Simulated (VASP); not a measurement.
Wanted: the native input for a VASP 6.6.1 run.

```
Task                   : relaxation of shape and atoms at fixed volume
Functional             : LDA
Potentials or basis    : VASP PAW LDA potentials, release 64 (Hg, Pd)
Cutoff                 : 600 eV
k mesh                 : 14 × 14 × 12
Occupations            : fermi-dirac, width 0.15 eV
Spin                   : no spin polarisation
Dipole correction      : no
Further INCAR settings : ALGO = Fast; EDIFF = 1e-06; IBRION = 2; EDIFFG = -0.001; NSW = 80; ISIF = 4
```

The structure of HgPd lies in POSCAR:

```
HgPd
1.0
    3.0113891743      0.0000000000      0.0000000000
    0.0000000000      3.0113891743      0.0000000000
    0.0000000000      0.0000000000      3.6998186208
Hg Pd
1 1
Direct
    0.0000000000      0.0000000000      0.0000000000
    0.5000000000      0.5000000000      0.5000000000
```

The input as run:

INCAR

```
PREC     = Accurate       # precision mode
ENCUT    = 600            # plane-wave cutoff, eV
EDIFF    = 1E-6           # SCF threshold, eV
ISMEAR   = -1             # smearing method
SIGMA    = 0.15           # smearing width, eV
LREAL    = F              # projectors in reciprocal space
LASPH    = T              # aspherical terms in the spheres
NELM     = 80             # most SCF steps
ALGO     = Fast           # electronic algorithm
ISIF     = 4              # what is computed and relaxed
LWAVE    = F              # write WAVECAR
LCHARG   = F              # write CHGCAR
IBRION   = 2              # ionic algorithm
NSW      = 80             # ionic steps
EDIFFG   = -0.001         # ionic threshold
```

KPOINTS

```
regular mesh
0
Gamma
  14 14 12
```

Potentials or basis: VASP PAW LDA potentials, release 64 (Hg, Pd).

Command:

```sh
$ cat potpaw_LDA.64/Hg/POTCAR potpaw_LDA.64/Pd/POTCAR > POTCAR
$ mpirun -np 1 vasp_std > vasp.out
```

Results of the run:

```json
{
 "Energy gained by relaxing": "0.0 meV/atom",
 "Ionic steps": "6",
 "Pressure after relaxing": "-1.4 GPa",
 "Band gap on the k mesh": "zero (bands 11 and 12 overlap by 3.95 eV)"
}
```

Caveat: spin-orbit coupling is left out, which moves the levels of the heavy elements.

Wall time 110 s on 1 thread of Intel(R) Xeon(R) 6975P-C (Granite Rapids) (shared host), peak memory 0.28 GiB.
